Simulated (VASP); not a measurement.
A run of VASP 6.6.1 is set up as follows.

INCAR

```
SYSTEM = InSe
ALGO = Normal ; DIPOL = 0.5 0.5 0.500
EDIFF = 1E-6 ; ENCUT = 520
GGA = PE ; IDIPOL = 3
ISIF = 2 ; ISMEAR = 0
IVDW = 12 ; LASPH = .True.
LCHARG = .False. ; LDIPOL = .True.
LREAL = .False. ; LWAVE = .False.
NBANDS = 48 ; NELM = 60
PREC = Accurate ; SIGMA = 0.02
```

File KPOINTS:

```
k-points
0
Gamma
  12 12 1
  0 0 0
```

POSCAR

```
InSe
1.0
    4.0265600287      0.0000000000      0.0000000000
   -2.0132800144      3.4871032747      0.0000000000
    0.0000000000      0.0000000000     54.1425172240
Se In
4 4
Direct
    0.0000000000      0.0000000000      0.3733740036
    0.0000000000      0.0000000000      0.4727264306
    0.6666666667      0.3333333333      0.5272978334
    0.6666666667      0.3333333333      0.6266179881
    0.6666666667      0.3333333333      0.3972829808
    0.6666666667      0.3333333333      0.4488848613
    0.3333333333      0.6666666667      0.5511076168
    0.3333333333      0.6666666667      0.6027083602
```

Potentials or basis: VASP PAW PBE potentials, release 64 (Se, In_d).

Launch:

```console
$ cat potpaw_PBE.64/Se/POTCAR potpaw_PBE.64/In_d/POTCAR > POTCAR
$ mpirun -np 1 vasp_std > vasp.out
```

(1) Predict the band gap on the k mesh.

(2) Estimate the largest force.

(3) Estimate the dispersion energy per atom.

## Answers

(1) 1.05 eV (least direct gap 1.11 eV).

(2) 0.017 eV/Å.

(3) -0.260 eV.

Caveat: spin-orbit coupling is left out, which moves the levels of the heavy elements.
